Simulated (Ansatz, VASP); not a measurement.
# Two plane-wave programs on Ti

```xyz
2
Lattice="2.9359 0.0000 0.0000 -1.4679 2.5425 0.0000 0.0000 0.0000 4.6416" Properties=species:S:1:pos:R:3 pbc="T T T"
Ti    0.0000    1.6950    1.1604
Ti    1.4679    0.8475    3.4812
```

Alike in both runs: task single point; functional r2SCAN; k mesh 18 × 18 × 10; occupations fermi-dirac, width 0.1 eV; no spin polarisation.

|  | VASP | Ansatz |
| --- | --- | --- |
| version | VASP 6.6.1 | Ansatz 0.2.0 |
| potentials or method | VASP PAW PBE potentials, release 64 (Ti_sv), cutoff 520 eV | plane waves (500 eV) with PAW, scalar-relativistic |
| valence electrons in the cell | 24 | 24 |

```tsv
	VASP	Ansatz	Ansatz less VASP
pressure (GPa)	0.4	0.0	-0.36
```

VASP's potentials were made for PBE, not for r2SCAN.
